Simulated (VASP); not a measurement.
Write the native input for VASP 6.6.1 that does the following.

```
Task                   : single point
Functional             : PBE
Potentials or basis    : VASP PAW PBE potentials, release 64 (B, F)
Cutoff                 : 520 eV
k mesh                 : 16 × 16 × 6
Occupations            : gaussian, width 0.1 eV
Spin                   : no spin polarisation
Dipole correction      : no
Further INCAR settings : ALGO = Normal; EDIFF = 1e-06; NBANDS = 18
```

The structure of B4F lies in POSCAR:

```
B4F
1.0
    2.0833580271     -1.5181270957     -0.0110361992
    2.0833580271      1.5181270957     -0.0110361992
   -0.6109798814      0.0000000000      6.2838254197
B F
4 1
Direct
    0.9589987092      0.9589987092      0.7539500769
    0.5228216241      0.5228216241      0.6350265796
    0.4771783759      0.4771783759      0.3649734204
    0.0410012908      0.0410012908      0.2460499231
    0.0000000000      0.0000000000      0.0000000000
```

These files were run (other wordings do the same):

INCAR

```
SYSTEM = B4F
PREC     = Accurate       ! precision mode
ENCUT    = 520            ! plane-wave cutoff, eV
EDIFF    = 1E-6           ! SCF threshold, eV
ISMEAR   = 0              ! smearing method
SIGMA    = 0.1            ! smearing width, eV
LREAL    = .FALSE.        ! projectors in reciprocal space
LASPH    = .TRUE.         ! aspherical terms in the spheres
NELM     = 100            ! most SCF steps
ALGO     = Normal         ! electronic algorithm
ISIF     = 2              ! what is computed and relaxed
LWAVE    = .FALSE.        ! write WAVECAR
LCHARG   = .FALSE.        ! write CHGCAR
GGA      = PE             ! functional
NBANDS   = 18             ! bands
```

KPOINTS

```
regular mesh
0
G
  16 16 6
  0 0 0
```

Potentials or basis: VASP PAW PBE potentials, release 64 (B, F).

Command:

```bash
$ cat potpaw_PBE.64/B/POTCAR potpaw_PBE.64/F/POTCAR > POTCAR
$ mpirun -np 1 vasp_std > vasp.out
```

Results of the run:

| Item | Value |
| --- | --- |
| Pressure | 0.0 GPa |
| Largest force | 0.036 eV/Å |

Caveat: an odd number of electrons without spin polarisation forces a metal; a magnetic or distorted state may lie lower.

It took 3.2 min on 1 thread of Intel(R) Xeon(R) Platinum 8259CL CPU @ 2.50GHz (Skylake/Cascade Lake), on a shared host, peak memory 0.34 GiB.
